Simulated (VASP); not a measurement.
# W (Im-3m) in VASP: a series of runs

The runs below take W through single point, with SVWN5, LDA.

Program: VASP 6.6.1. These are calculated values, not measurements. Logs are shortened: lines on timing, memory, paths and dates and some standing lists are left out, and cuts for length are marked.

## Step 1: The cell of the first run

The structure is cubic, space group Im-3m (No. 229). The conventional cell has a = 3.186 Å, b = 3.186 Å, c = 3.186 Å, α = 90.00°, β = 90.00°, γ = 90.00°. Within 3.6 Å of W (site symmetry m-3m) lie 14 W at 2.76 to 3.19 Å.

## Step 2: Single point, SVWN5

INCAR

```
ALGO = Fast ; EDIFF = 1E-7
ENCUT = 520 ; GGA = VW
ISIF = 2 ; ISMEAR = -1
LASPH = T ; LCHARG = F
LREAL = F ; LWAVE = F
NBANDS = 13 ; NELM = 60
PREC = Accurate ; SIGMA = 0.05
```

KPOINTS

```
k-points
0
Gamma
  12 12 12
```

POSCAR

```
W
1.0
   -1.5928244114      1.5928244114      1.5928244114
    1.5928244114     -1.5928244114      1.5928244114
    1.5928244114      1.5928244114     -1.5928244114
W
1
Direct
    0.0000000000      0.0000000000      0.0000000000
```

Potentials or basis: VASP PAW PBE potentials, release 64 (W_sv).

Command:

```bash
cat potpaw_PBE.64/W_sv/POTCAR > POTCAR
mpirun -np 1 vasp_std > vasp.out
```

OUTCAR:

```text
EDIFF = 1E-7
   ENCUT = 520
   GGA = VW
   ISIF = 2
   ISMEAR = -1
   LASPH = T
   LREAL = F
   NELM = 60
   PREC = Accurate

 ion  position               nearest neighbor table
   1  0.000  0.000  0.000-

  LATTYP: Found a body centered cubic cell.
 ALAT       =     3.1856488228

  Lattice vectors:

 A1 = (  -1.5928244114,   1.5928244114,   1.5928244114)
 A2 = (   1.5928244114,  -1.5928244114,   1.5928244114)
 A3 = (   1.5928244114,   1.5928244114,  -1.5928244114)

Analysis of symmetry for initial positions (statically):
=====================================================================
 Subroutine PRICEL returns:
 Original cell was already a primitive cell.

 Routine SETGRP: Setting up the symmetry group for a
 body centered cubic supercell.

 Subroutine GETGRP returns: Found 48 space group operations
 (whereof 48 operations were pure point group operations)
 out of a pool of 48 trial point group operations.

The static configuration has the point symmetry O_h .

Analysis of symmetry for dynamics (positions and initial velocities):
=====================================================================
 Subroutine PRICEL returns:
 Original cell was already a primitive cell.

 Routine SETGRP: Setting up the symmetry group for a
 body centered cubic supercell.

 Subroutine GETGRP returns: Found 48 space group operations
 (whereof 48 operations were pure point group operations)
 out of a pool of 48 trial point group operations.

The dynamic configuration has the point symmetry O_h .

 Subroutine INISYM returns: Found 48 space group operations
 (whereof 48 operations are pure point group operations),
 and found     1 'primitive' translations

----------------------------------------------------------------------------------------

                                     Primitive cell

  volume of cell :      16.1646

  direct lattice vectors                    reciprocal lattice vectors
    -1.592824411  1.592824411  1.592824411     0.000000000  0.313907796  0.313907796
     1.592824411 -1.592824411  1.592824411     0.313907796  0.000000000  0.313907796
     1.592824411  1.592824411 -1.592824411     0.313907796  0.313907796  0.000000000

  length of vectors
     2.758852808  2.758852808  2.758852808     0.443932662  0.443932662  0.443932662

  position of ions in fractional coordinates (direct lattice)
     0.000000000  0.000000000  0.000000000

  ion indices of the primitive-cell ions
   primitive index   ion index
                 1           1

----------------------------------------------------------------------------------------

 KPOINTS: k-points

Automatic generation of k-mesh.
 Grid dimensions read from file:
 generate k-points for:   12   12   12

 Generating k-lattice:

  Cartesian coordinates                     Fractional coordinates (reciprocal lattice)
     0.000000000  0.026158983  0.026158983     0.083333333  0.000000000  0.000000000
     0.026158983  0.000000000  0.026158983     0.000000000  0.083333333  0.000000000
     0.026158983  0.026158983  0.000000000     0.000000000  0.000000000  0.083333333

  Length of vectors
     0.036994389  0.036994389  0.036994389

  Shift w.r.t. Gamma in fractional coordinates (k-lattice)
     0.000000000  0.000000000  0.000000000

 Subroutine IBZKPT returns following result:
 ===========================================

 Found     72 irreducible k-points:

 Following reciprocal coordinates:
            Coordinates               Weight
  0.000000  0.000000  0.000000      1.000000
  0.083333  0.000000  0.000000     12.000000
  0.166667  0.000000  0.000000     12.000000
  0.250000  0.000000  0.000000     12.000000
  0.333333  0.000000  0.000000     12.000000
  0.416667  0.000000  0.000000     12.000000
[... 16 lines left out ...]
  0.333333  0.083333  0.083333     24.000000
  0.416667  0.083333  0.083333     12.000000
 [... further k-points ...]
   k-points           NKPTS =     72   k-points in BZ     NKDIM =     72   number of bands    NBANDS=     13
   number of dos      NEDOS =    301   number of ions     NIONS =      1
   total plane-waves  NPLWV =  13824
   dimension x,y,z NGX =    24 NGY =   24 NGZ =   24
   dimension x,y,z NGXF=    48 NGYF=   48 NGZF=   48
   ions per type =               1
   NGX,Y,Z   is equivalent  to a cutoff of  14.46, 14.46, 14.46 a.u.
   NGXF,Y,Z  is equivalent  to a cutoff of  28.92, 28.92, 28.92 a.u.
 SYSTEM =  unknown system
   PREC   = accura    normal or accurate (medium, high low for compatibility)
   ISTART =      0    job   : 0-new  1-cont  2-samecut
   ICHARG =      2    charge: 1-file 2-atom 10-const
   ISPIN  =      1    spin polarized calculation?
   LNONCOLLINEAR =      F non collinear calculations
   LSORBIT =      F    spin-orbit coupling
   LASPH  =      T    aspherical Exc in radial PAW
   ENCUT  =  520.0 eV  38.22 Ry    6.18 a.u.   5.13  5.13  5.13*2*pi/ulx,y,z
   NELM   =     60;   NELMIN=  2; NELMDL= -5     # of ELM steps
   EDIFF  = 0.1E-06   stopping-criterion for ELM
   LREAL  =      F    real-space projection
   EDIFFG = 0.1E-05   stopping-criterion for IOM
   NSW    =      0    number of steps for IOM
   IBRION =     -1    ionic relax: 0-MD 1-quasi-New 2-CG
   NFREE  =      0    steps in history (QN), initial steepest desc. (CG)
   ISIF   =      2    stress and relaxation
   ISYM   =      2    0-nonsym 1-usesym 2-fastsym
   POTIM  = 0.5000    time-step for ionic-motion
   TEBEG  =    0.0;   TEEND  =   0.0 temperature during run
   PSTRESS=    0.0 pullay stress
   NELECT =      14.0000    total number of electrons
   NUPDOWN=      -1.0000    fix difference up-down
   EMIN   =  10.00;   EMAX   =-10.00  energy-range for DOS
   EFERMI =   0.00;   METHOD = LEGACY
   ISMEAR =    -1;   SIGMA  =   0.05  broadening in eV -4-tet -1-fermi 0-gaus
   EFERMI_NEDOS =   21; number of points for ismear=-14 and -15
   IALGO  =     68    algorithm
   IMIX   =      4    mixing-type and parameters
     AMIX     =   0.40;   BMIX     =  1.00
     AMIX_MAG =   1.60;   BMIX_MAG =  1.00
  volume/ion in A,a.u.               =      16.16       109.08
  Fermi-wavevector in a.u.,A,eV,Ry     =   1.560497  2.948912 33.132240  2.435151
  Thomas-Fermi vector in A             =   2.663700
   LORBIT       =      0    0 simple, 1 ext, 2 COOP (PROOUT), +10 PAW based schemes
   GGA     = VW    functional components
   LHFCALC =     F    Hartree Fock is set to
   AEXX    =    0.0000 exact exchange contribution
   IVDW    =     0    specifies the selected vdW correction
   LEPSILON=     F    determine dielectric tensor
   LRPA    =     F    only Hartree local field effects (RPA)
 non-spin polarized calculation
 RMM-DIIS sequential band-by-band and
  energy-cutoff  :      520.00
  volume of cell :       16.16
 maximum number of plane-waves:       466
 NGX is ok and might be reduce to    24
   NGX = 11   NGY = 11   NGZ = 11

 number of electron      14.0000002 magnetization

 Free energy of the ion-electron system (eV)
  ---------------------------------------------------
  ext. energy  EPLUGINS =         0.00000000
  ---------------------------------------------------
  free energy    TOTEN  =       -14.11728041 eV

  energy without entropy =      -14.11204597  energy(sigma->0) =      -14.11466319

 E-fermi :  10.7263     XC(G=0): -13.7232

 val. band max:       10.7136129404   @ k =  -0.1667   0.1667   0.0833
 cond. band min:      10.7604308371   @ k =  -0.1667   0.1667   0.1667
 fundamental gap:      0.0468178967
 Fermi energy:        10.7262750807

 k-point     1 :       0.0000    0.0000    0.0000
  band No.  band energies     occupation
      1     -63.3839      2.00000
      2     -26.9606      2.00000
      3     -26.9606      2.00000
      4     -26.9606      2.00000
      5       1.3093      2.00000
      6       9.5830      2.00000
      7       9.5830      2.00000
      8       9.5830      2.00000
      9      12.9456      0.00000
     10      12.9456      0.00000
     11      25.4172      0.00000
     12      25.4172      0.00000
     13      25.4172      0.00000

 k-point     2 :       0.0833    0.0000    0.0000
  band No.  band energies     occupation
      1     -63.3757      2.00000
      2     -27.0481      2.00000
      3     -26.9881      2.00000
      4     -26.9610      2.00000
      5       1.6361      2.00000
      6       9.3900      2.00000
      7       9.5350      2.00000
      8       9.8991      2.00000
      9      12.6600      0.00000
     10      12.9504      0.00000
     11      25.6821      0.00000
     12      25.9716      0.00000
     13      26.1754      0.00000

 k-point     3 :       0.1667    0.0000    0.0000
  band No.  band energies     occupation
      1     -63.3532      2.00000
      2     -27.2820      2.00000
      3     -27.0624      2.00000
      4     -26.9621      2.00000
      5       2.5320      2.00000
      6       8.9037      2.00000
      7       9.2960      2.00000
      8      10.8237      0.24926
      9      12.2803      0.00000
     10      12.9949      0.00000
     11      26.1118      0.00000
     12      27.5333      0.00000
     13      27.6193      0.00000

 k-point     4 :       0.2500    0.0000    0.0000
  band No.  band energies     occupation
      1     -63.3224      2.00000
      2     -27.5904      2.00000
      3     -27.1624      2.00000
      4     -26.9636      2.00000
      5       3.6902      2.00000
      6       8.3155      2.00000
      7       8.9952      2.00000
      8      12.2796      0.00000
      9      12.3489      0.00000
     10      13.1334      0.00000
     11      25.5733      0.00000
     12      27.1435      0.00000
     13      29.8782      0.00000

 k-point     5 :       0.3333    0.0000    0.0000
  band No.  band energies     occupation
      1     -63.2915      2.00000
      2     -27.8873      2.00000
      3     -27.2607      2.00000
      4     -26.9652      2.00000
      5       4.5016      2.00000
      6       7.7934      2.00000
      7       9.3721      2.00000
      8      12.7054      0.00000
      9      13.3783      0.00000
     10      14.1011      0.00000
     11      24.1087      0.00000
     12      24.7407      0.00000
     13      31.5903      0.00000
[... 257 lines left out ...]
 k-point    22 :       0.2500    0.0833    0.0833
  band No.  band energies     occupation
      1     -63.2858      2.00000
      2     -27.8954      2.00000
      3     -27.2679      2.00000
      4     -27.0399      2.00000
      5       5.1562      2.00000
      6       7.6628      2.00000
      7       8.5700      2.00000
      8      12.8433      0.00000
      9      13.4416      0.00000
     10      15.4528      0.00000
     11      24.2429      0.00000
     12      24.7348      0.00000
     13      28.2779      0.00000

 k-point    23 :       0.3333    0.0833    0.0833
  band No.  band energies     occupation
      1     -63.2657      2.00000
      2     -28.0419      2.00000
      3     -27.3725      2.00000
      4     -27.0459      2.00000
      5       5.3416      2.00000
      6       7.3800      2.00000
      7       9.7683      2.00000
      8      13.0582      0.00000
      9      13.7041      0.00000
     10      17.2442      0.00000
     11      21.5546      0.00000
     12      23.5030      0.00000
     13      27.1308      0.00000

 k-point    24 :       0.4167    0.0833    0.0833
  band No.  band energies     occupation
      1     -63.2583      2.00000
      2     -28.0936      2.00000
      3     -27.4119      2.00000
      4     -27.0481      2.00000
      5       5.3133      2.00000
      6       7.2840      2.00000
      7      10.5774      1.90311
      8      13.0723      0.00000
      9      13.8101      0.00000
     10      18.0521      0.00000
     11      20.4027      0.00000
     12      23.0470      0.00000
     13      26.5920      0.00000

 [... further k-points ...]

------------------------ aborting loop because EDIFF is reached ----------------------------------------

  FORCE on cell =-STRESS in cart. coord.  units (eV):
  Direction    XX          YY          ZZ          XY          YZ          ZX
  --------------------------------------------------------------------------------------
  -------------------------------------------------------------------------------------
  Total       -1.4205208     -1.4205208     -1.4205208      0.0000000     -0.0000000      0.0000000
  in kB     -140.7973540   -140.7973540   -140.7973540      0.0000000     -0.0000000      0.0000000
  external PRESSURE =    -140.7973540 kB  Pullay stress =       0.0000000 kB

 VOLUME and BASIS-vectors are now :
 -----------------------------------------------------------------------------
  energy-cutoff  :      520.00
  volume of cell :       16.16
      direct lattice vectors                 reciprocal lattice vectors
    -1.592824411  1.592824411  1.592824411     0.000000000  0.313907796  0.313907796
     1.592824411 -1.592824411  1.592824411     0.313907796  0.000000000  0.313907796
     1.592824411  1.592824411 -1.592824411     0.313907796  0.313907796  0.000000000

 POSITION                                       TOTAL-FORCE (eV/Angst)
 -----------------------------------------------------------------------------------
      0.00000      0.00000      0.00000         0.000000      0.000000     -0.000000
 -----------------------------------------------------------------------------------
    total drift:                                0.000000     -0.000000     -0.000000

  FREE ENERGIE OF THE ION-ELECTRON SYSTEM (eV)
  ---------------------------------------------------
  free  energy   TOTEN  =       -14.1172804101 eV

  energy  without entropy=      -14.1120459678  energy(sigma->0) =      -14.11466319
```

Run time: 20 s. Hardware: 1 thread of AMD EPYC 7R43 (Zen 3), shared host; peak memory 0.11 GiB.

What came out:

| Item | Value |
| --- | --- |
| Free energy | -14.1173 eV |
| Pressure | -14.1 GPa |
| Band gap on the k mesh | zero (band 7 reaches 15.81 eV, above the bottom of band 8 at 9.58 eV) |

Levels at points of the mesh, in eV from the Fermi level:
```csv
k point,band 3,band 4,band 5,band 6,band 7,band 8,band 9,band 10,band 11,band 12
"(0.00, 0.00, 0.00)",-37.69,-37.69,-9.42,-1.14,-1.14,-1.14,2.22,2.22,14.69,14.69
"(0.50, 0.00, 0.00)",-38.08,-37.69,-6.06,-3.40,0.81,2.11,3.05,6.04,10.79,11.64
"(0.50, 0.50, 0.50)",-38.54,-38.54,-5.61,-5.61,5.08,5.08,5.08,8.26,8.26,8.26
```

Caveat: the PAW data sets were made with another functional, which shifts forces and pressure a little; spin-orbit coupling is left out, which moves the levels of the heavy elements.

(Continued in part 2 of 2.)
